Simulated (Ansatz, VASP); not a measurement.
**One calculation of BN, two programs**

```
CELL_PARAMETERS angstrom
2.50644 0.00000 0.00000
-1.25322 2.17064 0.00000
0.00000 0.00000 6.61685
ATOMIC_POSITIONS crystal
B 0.33333 0.66667 0.25000
B 0.66667 0.33333 0.75000
N 0.47154 0.94308 0.75000
N 0.66667 0.33333 0.25000
```

Alike in both runs: task single point; functional PBE; dispersion D3(BJ); k mesh 12 × 12 × 4; occupations gaussian, width 0.05 eV; no spin polarisation.

|  | VASP | Ansatz |
| --- | --- | --- |
| version | VASP 6.6.1 | Ansatz 0.2.0 |
| potentials or method | VASP PAW PBE potentials, release 64 (B, N), cutoff 520 eV | scalar-relativistic, plane waves, PAW |
| valence electrons in the cell | 16 | 16 |

```csv
,VASP,Ansatz,Ansatz less VASP
gap on the k mesh at the Fermi level (eV),4.53,4.54,+0.007
least direct gap on the mesh (eV),4.54,4.54,+0.002
rms of the force components (eV/Å),50.890,47.655,-3.2349
```

Atom by atom the forces differ by 3.235 eV/Å (rms over components).
